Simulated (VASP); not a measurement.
# GeBiO4 (P4/mmm) in VASP: a series of runs

GeBiO4 is run at these levels: PBE; tasks: single point.

Program: VASP 6.6.1. These are calculated values, not measurements. Logs are shortened: lines on timing, memory, paths and dates and some standing lists are left out, and cuts for length are marked.

### Step 1. The cell of the first run

The structure is tetragonal, space group P4/mmm (No. 123). The conventional cell has a = 3.641 Å, b = 3.641 Å, c = 5.294 Å, α = 90.00°, β = 90.00°, γ = 90.00°. Within 2.9 Å of Ge (site symmetry 4/mmm) lie 8 O at 2.18 Å. Bi (site symmetry 4/mmm) has 8 O at 2.33 Å within 3.1 Å. Within 3.0 Å of O (site symmetry 2mm) lie 2 Ge at 2.18 Å and 2 Bi at 2.33 Å and 6 O at 2.38 to 2.91 Å.

The cell was generated, and may not be a known phase.

### Step 2. Single point, PBE

Input file INCAR:

```
SYSTEM = GeBiO4
PREC = Accurate
ENCUT = 520
EDIFF = 1E-6
ISMEAR = 0
SIGMA = 0.1
LREAL = .FALSE.
LASPH = .TRUE.
NELM = 80
ALGO = Normal
ISIF = 2
LWAVE = .FALSE.
LCHARG = .TRUE.
GGA = PE
LELF = .TRUE.
LVHAR = .TRUE.
NBANDS = 36
```

Input file KPOINTS:

```
regular mesh
0
G
  6 6 4
  0 0 0
```

Input file POSCAR:

```
GeBiO4
1.0
    3.6408405924      0.0000000000      0.0000000000
    0.0000000000      3.6408405924      0.0000000000
    0.0000000000      0.0000000000      5.2944955896
Ge Bi O
1 1 4
Direct
    0.5000000000      0.5000000000      0.5000000000
    0.0000000000      0.0000000000      0.0000000000
    0.5000000000      0.0000000000      0.7248868356
    0.0000000000      0.5000000000      0.2751131644
    0.5000000000      0.0000000000      0.2751131644
    0.0000000000      0.5000000000      0.7248868356
```

Potentials or basis: VASP PAW PBE potentials, release 64 (Ge_d, Bi_d, O).

Run with:

```sh
> cat potpaw_PBE.64/Ge_d/POTCAR potpaw_PBE.64/Bi_d/POTCAR potpaw_PBE.64/O/POTCAR > POTCAR
> mpirun -np 1 vasp_std > vasp.out
```

OUTCAR:

```text
SYSTEM = GeBiO4
   PREC = Accurate
   ENCUT = 520
   EDIFF = 1E-6
   ISMEAR = 0
   LREAL = .FALSE.
   LASPH = .TRUE.
   NELM = 80
   ISIF = 2
   GGA = PE

 ion  position               nearest neighbor table
   1  0.500  0.500  0.500-   3 2.18   4 2.18   5 2.18   6 2.18   3 2.18   5 2.18   4 2.18   6 2.18

   2  0.000  0.000  0.000-   3 2.33   4 2.33   5 2.33   6 2.33   4 2.33   6 2.33   3 2.33   5 2.33

   3  0.500  0.000  0.725-   1 2.18   1 2.18   2 2.33   2 2.33
   4  0.000  0.500  0.275-   1 2.18   1 2.18   2 2.33   2 2.33
   5  0.500  0.000  0.275-   1 2.18   1 2.18   2 2.33   2 2.33
   6  0.000  0.500  0.725-   1 2.18   1 2.18   2 2.33   2 2.33

  LATTYP: Found a simple tetragonal cell.
 ALAT       =     3.6408405924
 C/A-ratio  =     1.4541959350

  Lattice vectors:

 A1 = (   3.6408405924,   0.0000000000,   0.0000000000)
 A2 = (   0.0000000000,   3.6408405924,   0.0000000000)
 A3 = (   0.0000000000,   0.0000000000,   5.2944955896)

Analysis of symmetry for initial positions (statically):
=====================================================================
 Subroutine PRICEL returns:
 Original cell was already a primitive cell.

 Routine SETGRP: Setting up the symmetry group for a
 simple tetragonal supercell.

 Subroutine GETGRP returns: Found 16 space group operations
 (whereof 16 operations were pure point group operations)
 out of a pool of 16 trial point group operations.

The static configuration has the point symmetry D_4h.

Analysis of symmetry for dynamics (positions and initial velocities):
=====================================================================
 Subroutine PRICEL returns:
 Original cell was already a primitive cell.

 Routine SETGRP: Setting up the symmetry group for a
 simple tetragonal supercell.

 Subroutine GETGRP returns: Found 16 space group operations
 (whereof 16 operations were pure point group operations)
 out of a pool of 16 trial point group operations.

The dynamic configuration has the point symmetry D_4h.

 Subroutine INISYM returns: Found 16 space group operations
 (whereof 16 operations are pure point group operations),
 and found     1 'primitive' translations

----------------------------------------------------------------------------------------

                                     Primitive cell

  volume of cell :      70.1824

  direct lattice vectors                    reciprocal lattice vectors
     3.640840592  0.000000000  0.000000000     0.274661847  0.000000000  0.000000000
     0.000000000  3.640840592  0.000000000     0.000000000  0.274661847  0.000000000
     0.000000000  0.000000000  5.294495590     0.000000000  0.000000000  0.188875405

  length of vectors
     3.640840592  3.640840592  5.294495590     0.274661847  0.274661847  0.188875405

  position of ions in fractional coordinates (direct lattice)
     0.500000000  0.500000000  0.500000000
     0.000000000  0.000000000  0.000000000
     0.500000000  0.000000000  0.724886836
     0.000000000  0.500000000  0.275113164
     0.500000000  0.000000000  0.275113164
     0.000000000  0.500000000  0.724886836

  ion indices of the primitive-cell ions
   primitive index   ion index
                 1           1
                 2           2
                 3           3
                 4           4
                 5           5
                 6           6

----------------------------------------------------------------------------------------

 KPOINTS: regular mesh

Automatic generation of k-mesh.
 Grid dimensions read from file:
 generate k-points for:    6    6    4

 Generating k-lattice:

  Cartesian coordinates                     Fractional coordinates (reciprocal lattice)
     0.045776974  0.000000000  0.000000000     0.166666667  0.000000000  0.000000000
     0.000000000  0.045776974  0.000000000     0.000000000  0.166666667  0.000000000
     0.000000000  0.000000000  0.047218851     0.000000000  0.000000000  0.250000000

  Length of vectors
     0.045776974  0.045776974  0.047218851

  Shift w.r.t. Gamma in fractional coordinates (k-lattice)
     0.000000000  0.000000000  0.000000000

 Subroutine IBZKPT returns following result:
 ===========================================

 Found     30 irreducible k-points:

 Following reciprocal coordinates:
            Coordinates               Weight
  0.000000  0.000000  0.000000      1.000000
  0.166667  0.000000  0.000000      4.000000
  0.333333  0.000000  0.000000      4.000000
  0.500000  0.000000  0.000000      2.000000
  0.166667  0.166667  0.000000      4.000000
  0.333333  0.166667  0.000000      8.000000
[... 16 lines left out ...]
  0.333333  0.000000  0.500000      4.000000
  0.500000  0.000000  0.500000      2.000000
 [... further k-points ...]
   k-points           NKPTS =     30   k-points in BZ     NKDIM =     30   number of bands    NBANDS=     36
   number of dos      NEDOS =    301   number of ions     NIONS =      6
   total plane-waves  NPLWV =  31360
   dimension x,y,z NGX =    28 NGY =   28 NGZ =   40
   dimension x,y,z NGXF=    56 NGYF=   56 NGZF=   80
   ions per type =               1   1   4
   NGX,Y,Z   is equivalent  to a cutoff of  12.79, 12.79, 12.56 a.u.
   NGXF,Y,Z  is equivalent  to a cutoff of  25.57, 25.57, 25.12 a.u.
 SYSTEM =  GeBiO4
   PREC   = accura    normal or accurate (medium, high low for compatibility)
   ISTART =      0    job   : 0-new  1-cont  2-samecut
   ICHARG =      2    charge: 1-file 2-atom 10-const
   ISPIN  =      1    spin polarized calculation?
   LNONCOLLINEAR =      F non collinear calculations
   LSORBIT =      F    spin-orbit coupling
   LASPH  =      T    aspherical Exc in radial PAW
   ENCUT  =  520.0 eV  38.22 Ry    6.18 a.u.   6.77  6.77  9.84*2*pi/ulx,y,z
   NELM   =     80;   NELMIN=  2; NELMDL= -5     # of ELM steps
   EDIFF  = 0.1E-05   stopping-criterion for ELM
   LREAL  =      F    real-space projection
   EDIFFG = 0.1E-04   stopping-criterion for IOM
   NSW    =      0    number of steps for IOM
   IBRION =     -1    ionic relax: 0-MD 1-quasi-New 2-CG
   NFREE  =      0    steps in history (QN), initial steepest desc. (CG)
   ISIF   =      2    stress and relaxation
   ISYM   =      2    0-nonsym 1-usesym 2-fastsym
   POTIM  = 0.5000    time-step for ionic-motion
   TEBEG  =    0.0;   TEEND  =   0.0 temperature during run
   PSTRESS=    0.0 pullay stress
   NELECT =      53.0000    total number of electrons
   NUPDOWN=      -1.0000    fix difference up-down
   EMIN   =  10.00;   EMAX   =-10.00  energy-range for DOS
   EFERMI =   0.00;   METHOD = LEGACY
   ISMEAR =     0;   SIGMA  =   0.10  broadening in eV -4-tet -1-fermi 0-gaus
   EFERMI_NEDOS =   21; number of points for ismear=-14 and -15
   IALGO  =     38    algorithm
   IMIX   =      4    mixing-type and parameters
     AMIX     =   0.40;   BMIX     =  1.00
     AMIX_MAG =   1.60;   BMIX_MAG =  1.00
  volume/ion in A,a.u.               =      11.70        78.94
  Fermi-wavevector in a.u.,A,eV,Ry     =   1.490816  2.817234 30.239403  2.222533
  Thomas-Fermi vector in A             =   2.603550
   LORBIT       =      0    0 simple, 1 ext, 2 COOP (PROOUT), +10 PAW based schemes
   GGA     = PE    functional components
   LHFCALC =     F    Hartree Fock is set to
   AEXX    =    0.0000 exact exchange contribution
   IVDW    =     0    specifies the selected vdW correction
   LEPSILON=     F    determine dielectric tensor
   LRPA    =     F    only Hartree local field effects (RPA)
 non-spin polarized calculation
 Gauss-broadening in eV      SIGMA  =   0.10
  energy-cutoff  :      520.00
  volume of cell :       70.18
 maximum number of plane-waves:      1916
 NGX is ok and might be reduce to    28
   NGX = 13   NGY = 13   NGZ = 19

 number of electron      53.0000018 magnetization

 Free energy of the ion-electron system (eV)
  ---------------------------------------------------
  ext. energy  EPLUGINS =         0.00000000
  ---------------------------------------------------
  free energy    TOTEN  =       -33.05932852 eV

  energy without entropy =      -33.05604766  energy(sigma->0) =      -33.05768809

 E-fermi :   6.6935     XC(G=0): -11.5052

 val. band max:        6.6116348391   @ k =   0.1667   0.1667   0.2500
 cond. band min:       6.6974502349   @ k =   0.0000   0.0000   0.5000
 fundamental gap:      0.0858153958
 Fermi energy:         6.6935428656

 k-point     1 :       0.0000    0.0000    0.0000
  band No.  band energies     occupation
      1     -18.5961      2.00000
      2     -18.5719      2.00000
      3     -18.5684      2.00000
      4     -18.5684      2.00000
      5     -18.5249      2.00000
      6     -16.0428      2.00000
[... 28 lines left out ...]
     35      15.8989      0.00000
     36      17.8850      0.00000

 k-point     2 :       0.1667    0.0000    0.0000
  band No.  band energies     occupation
      1     -18.5889      2.00000
      2     -18.5763      2.00000
      3     -18.5703      2.00000
      4     -18.5681      2.00000
      5     -18.5260      2.00000
      6     -16.0095      2.00000
[... 28 lines left out ...]
     35      15.7156      0.00000
     36      18.8087      0.00000

 k-point     3 :       0.3333    0.0000    0.0000
  band No.  band energies     occupation
      1     -18.5921      2.00000
      2     -18.5786      2.00000
      3     -18.5676      2.00000
      4     -18.5631      2.00000
      5     -18.5282      2.00000
      6     -15.9473      2.00000
[... 28 lines left out ...]
     35      16.0196      0.00000
     36      19.1334      0.00000

 k-point     4 :       0.5000    0.0000    0.0000
  band No.  band energies     occupation
      1     -18.5999      2.00000
      2     -18.5763      2.00000
      3     -18.5674      2.00000
      4     -18.5567      2.00000
      5     -18.5293      2.00000
      6     -15.9563      2.00000
[... 28 lines left out ...]
     35      17.2246      0.00000
     36      17.8582      0.00000

 k-point     5 :       0.1667    0.1667    0.0000
  band No.  band energies     occupation
      1     -18.5807      2.00000
      2     -18.5763      2.00000
      3     -18.5761      2.00000
      4     -18.5695      2.00000
      5     -18.5272      2.00000
      6     -15.9725      2.00000
[... 655 lines left out ...]
 k-point    22 :       0.1667    0.0000    0.5000
  band No.  band energies     occupation
      1     -18.5880      2.00000
      2     -18.5768      2.00000
      3     -18.5702      2.00000
      4     -18.5681      2.00000
      5     -18.5260      2.00000
      6     -16.0058      2.00000
[... 28 lines left out ...]
     35      17.5497      0.00000
     36      18.9201      0.00000

 k-point    23 :       0.3333    0.0000    0.5000
  band No.  band energies     occupation
      1     -18.5936      2.00000
      2     -18.5785      2.00000
      3     -18.5677      2.00000
      4     -18.5630      2.00000
      5     -18.5283      2.00000
      6     -15.9407      2.00000
[... 28 lines left out ...]
     35      18.6785      0.00000
     36      18.9182      0.00000

 k-point    24 :       0.5000    0.0000    0.5000
  band No.  band energies     occupation
      1     -18.6019      2.00000
      2     -18.5764      2.00000
      3     -18.5676      2.00000
      4     -18.5569      2.00000
      5     -18.5294      2.00000
      6     -15.9778      2.00000
[... 28 lines left out ...]
     35      19.5727      0.00000
     36      19.6363      0.00000

 [... further k-points ...]

------------------------ aborting loop because EDIFF is reached ----------------------------------------

  FORCE on cell =-STRESS in cart. coord.  units (eV):
  Direction    XX          YY          ZZ          XY          YZ          ZX
  --------------------------------------------------------------------------------------
  -------------------------------------------------------------------------------------
  Total        0.1032556      0.1032556      0.2333165      0.0000000      0.0000000      0.0000000
  in kB        2.3571997      2.3571997      5.3263311      0.0000000      0.0000000      0.0000000
  external PRESSURE =       3.3469102 kB  Pullay stress =       0.0000000 kB

 VOLUME and BASIS-vectors are now :
 -----------------------------------------------------------------------------
  energy-cutoff  :      520.00
  volume of cell :       70.18
      direct lattice vectors                 reciprocal lattice vectors
     3.640840592  0.000000000  0.000000000     0.274661847  0.000000000  0.000000000
     0.000000000  3.640840592  0.000000000     0.000000000  0.274661847  0.000000000
     0.000000000  0.000000000  5.294495590     0.000000000  0.000000000  0.188875405

 POSITION                                       TOTAL-FORCE (eV/Angst)
 -----------------------------------------------------------------------------------
      1.82042      1.82042      2.64725         0.000000      0.000000      0.000000
      0.00000      0.00000      0.00000         0.000000      0.000000      0.000000
      1.82042      0.00000      3.83791         0.000000     -0.000000     -0.008823
      0.00000      1.82042      1.45659         0.000000      0.000000      0.008823
      1.82042      0.00000      1.45659         0.000000     -0.000000      0.008823
      0.00000      1.82042      3.83791        -0.000000      0.000000     -0.008823
 -----------------------------------------------------------------------------------
    total drift:                                0.000000      0.000000      0.000000

  FREE ENERGIE OF THE ION-ELECTRON SYSTEM (eV)
  ---------------------------------------------------
  free  energy   TOTEN  =       -33.0593285189 eV

  energy  without entropy=      -33.0560476636  energy(sigma->0) =      -33.05768809
```

Run time: 36 s. Hardware: 1 thread of AMD EPYC 9R45 (Zen 5), shared host; peak memory 0.19 GiB.

What came out:

```yaml
Free_energy: -33.0593 eV
Pressure: 0.3 GPa
Largest_force: 0.009 eV/Å
Band_gap_on_the_k_mesh: zero (an odd number of electrons rules out a gap without spin polarisation)
```

Forces on the atoms (eV/Å):
```
Ge   0.000  0.000  0.000
Bi   0.000  0.000  0.000
O    0.000  0.000 -0.009
O    0.000  0.000  0.009
O    0.000  0.000  0.009
O    0.000  0.000 -0.009
```

Stress tensor (GPa, compression positive):
```
0.24 0.00 0.00
0.00 0.24 0.00
0.00 0.00 0.53
```

Levels at points of the mesh, in eV from the Fermi level:
| k point | band 25 | band 26 | band 27 | band 28 | band 29 | band 30 |
| --- | --- | --- | --- | --- | --- | --- |
| (0.00, 0.00, 0.00) | -0.87 | -0.87 | -0.83 | 0.13 | 4.55 | 4.64 |
| (0.50, 0.00, 0.00) | -1.36 | -1.14 | 0.09 | 1.99 | 4.39 | 6.51 |
| (0.50, 0.50, 0.00) | -0.72 | -0.69 | -0.62 | 1.21 | 4.20 | 4.20 |
| (0.00, 0.00, 0.50) | -1.32 | -1.32 | -0.29 | 0.00 | 3.76 | 4.27 |
| (0.50, 0.00, 0.50) | -2.70 | -2.29 | 1.02 | 2.30 | 5.17 | 6.90 |
| (0.50, 0.50, 0.50) | -0.77 | -0.45 | -0.20 | 1.96 | 6.10 | 6.10 |

Caveat: spin-orbit coupling is left out, which moves the levels of the heavy elements; an odd number of electrons without spin polarisation forces a metal; a magnetic or distorted state may lie lower.

### Step 3. Single point, PBE

This run uses another cell than the first one, of 11.95 Å³/atom.

Input file INCAR:

```
PREC = Accurate
ENCUT = 520
EDIFF = 1E-6
ISMEAR = 0
SIGMA = 0.1
LREAL = False
LASPH = True
NELM = 100
ALGO = Normal
ISIF = 2
LWAVE = False
LCHARG = True
GGA = PE
LELF = True
LVHAR = True
NBANDS = 36
```

Input file KPOINTS:

```
regular mesh
0
Gamma
  6 6 4
```

Input file POSCAR:

```
GeBiO4
1.0
    3.6721249800      0.0000000000      0.0000000000
    0.0000000000      3.6721249800      0.0000000000
    0.0000000000      0.0000000000      5.3160721600
Ge Bi O
1 1 4
Direct
    0.5000000000      0.5000000000      0.5000000000
    0.0000000000      0.0000000000      0.0000000000
    0.5000000000      0.0000000000      0.7312811000
    0.0000000000      0.5000000000      0.2687189000
    0.5000000000      0.0000000000      0.2687189000
    0.0000000000      0.5000000000      0.7312811000
```

Potentials or basis: VASP PAW PBE potentials, release 64 (Ge_d, Bi_d, O).

Run with:

```sh
> cat potpaw_PBE.64/Ge_d/POTCAR potpaw_PBE.64/Bi_d/POTCAR potpaw_PBE.64/O/POTCAR > POTCAR
> mpirun -np 1 vasp_std > vasp.out
```

It took 41 s on 1 thread of AMD EPYC 9R45 (Zen 5), shared host; peak memory 0.19 GiB.

Results (log left out):

* Free energy: -33.0171 eV
* Pressure: -2.2 GPa
* Largest force: 0.503 eV/Å
* Band gap on the k mesh: zero (an odd number of electrons rules out a gap without spin polarisation)

Forces on the atoms (eV/Å):
```
Ge   0.000  0.000  0.000
Bi   0.000  0.000  0.000
O    0.000  0.000 -0.503
O    0.000  0.000  0.503
O    0.000  0.000  0.503
O    0.000  0.000 -0.503
```

Stress tensor (GPa, compression positive):
```
-1.94  0.00  0.00
 0.00 -1.94  0.00
 0.00  0.00 -2.83
```

Levels at points of the mesh, in eV from the Fermi level:
```csv
k point,band 23,band 24,band 25,band 26,band 27,band 28,band 29,band 30,band 31,band 32
"(0.00, 0.00, 0.00)",-2.03,-2.03,-0.91,-0.91,-0.89,0.07,4.43,4.65,4.65,5.12
"(0.50, 0.00, 0.00)",-2.63,-2.16,-1.40,-1.18,0.23,1.61,4.72,6.60,6.88,7.20
"(0.50, 0.50, 0.00)",-1.08,-1.07,-0.78,-0.73,-0.69,0.82,4.22,4.22,7.84,8.72
"(0.00, 0.00, 0.50)",-1.38,-1.38,-1.37,-1.37,-0.35,-0.18,3.69,4.15,6.30,6.30
"(0.50, 0.00, 0.50)",-3.21,-2.80,-2.65,-2.38,1.00,1.96,5.39,6.96,7.00,7.19
"(0.50, 0.50, 0.50)",-0.98,-0.95,-0.79,-0.55,-0.05,1.53,6.24,6.24,7.24,7.24
```

Caveat: spin-orbit coupling is left out, which moves the levels of the heavy elements; an odd number of electrons without spin polarisation forces a metal; a magnetic or distorted state may lie lower.

The gap in the log of VASP goes by the Fermi energy; the results here count the filled bands.